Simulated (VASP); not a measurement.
Wanted: the native input for a VASP 6.6.1 run.

| Property | Result |
| --- | --- |
| Task | single point |
| Functional | LDA |
| Potentials or basis | VASP PAW LDA potentials, release 64 (Sn_d, O) |
| Cutoff | 520 eV |
| k mesh | 10 × 10 × 10 |
| Occupations | gaussian, width 0.05 eV |
| Spin | no spin polarisation |
| Dipole correction | no |
| Further INCAR settings | ALGO = Normal; EDIFF = 1e-06; NBANDS = 35 |

The structure of SnO2 lies in POSCAR:

```
SnO2
1.0
   -1.9861130365      1.9861130365      5.2937745019
    1.9861130365     -1.9861130365      5.2937745019
    1.9861130365      1.9861130365     -5.2937745019
Sn O
2 4
Direct
    0.7500000000      0.2500000000      0.5000000000
    0.0000000000      0.0000000000      0.0000000000
    0.7969975834      0.7969975834      0.0000000000
    0.9530024166      0.4530024166      0.5000000000
    0.2030024166      0.2030024166      0.0000000000
    0.5469975834      0.0469975834      0.5000000000
```

This cell differs from its parent crystal: strain +0.000 along x and y, +0.040 along z.

These files were run (other wordings do the same):

INCAR

```
SYSTEM = SnO2
  PREC = Accurate
  ENCUT = 520
  EDIFF = 1E-6
  ISMEAR = 0
  SIGMA = 0.05
  LREAL = .FALSE.
  LASPH = .TRUE.
  NELM = 100
  ALGO = Normal
  ISIF = 2
  LWAVE = .FALSE.
  LCHARG = .FALSE.
  NBANDS = 35
```

KPOINTS

```
regular mesh
0
G
  10 10 10
  0 0 0
```

Potentials or basis: VASP PAW LDA potentials, release 64 (Sn_d, O).

Command:

```console
$ cat potpaw_LDA.64/Sn_d/POTCAR potpaw_LDA.64/O/POTCAR > POTCAR
$ mpirun -np 1 vasp_std > vasp.out
```

It gave:

```json
{
  "Pressure": "-6.4 GPa",
  "Largest force": "0.551 eV/Å",
  "Band gap on the k mesh": "1.20 eV (least direct gap 1.57 eV)"
}
```

Caveat: the cell differs from its parent crystal (strain +0.000 along x and y, +0.040 along z); the cell stands under tension; spin-orbit coupling is left out, which moves the levels of the heavy elements.

Run time: 6.7 min on 1 thread of AMD EPYC 9R45 96-Core Processor (Zen 5), on a shared host, peak memory 0.38 GiB.
